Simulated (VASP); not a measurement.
NbN, 2 atoms in the cell. Symmetry: Fm-3m, No. 225, cubic system. Conventional cell: a = 4.447 Å, b = 4.447 Å, c = 4.447 Å, α = 90.00°, β = 90.00°, γ = 90.00°. Nb (site symmetry m-3m) has 6 N at 2.22 Å within 2.9 Å. Within 2.9 Å of N (site symmetry m-3m) lie 6 Nb at 2.22 Å. 

- Program: VASP 6.6.1
- Task: single point
- Functional: PBE
- Potentials or basis: VASP PAW PBE potentials, release 64 (Nb_sv, N)
- Cutoff: 600 eV
- k mesh: 13 × 13 × 13
- Occupations: fermi-dirac, width 0.08 eV
- Spin: no spin polarisation
- Dipole correction: no
- Further INCAR settings: ALGO = Normal; EDIFF = 1e-06; NBANDS = 16

Potentials or basis: VASP PAW PBE potentials, release 64 (Nb_sv, N).

Launch:

```bash
$ cat potpaw_PBE.64/Nb_sv/POTCAR potpaw_PBE.64/N/POTCAR > POTCAR
$ mpirun -np 1 vasp_std > vasp.out
```

Hardware: 1 thread of Intel(R) Xeon(R) Platinum 8375C CPU @ 2.90GHz (Ice Lake), on a shared host.

Estimate the wall time of this run.

It took 27 s on 1 thread of Intel(R) Xeon(R) Platinum 8375C CPU @ 2.90GHz (Ice Lake) (shared host), peak memory 0.18 GiB. Counts: scf iterations 13, k points 84.
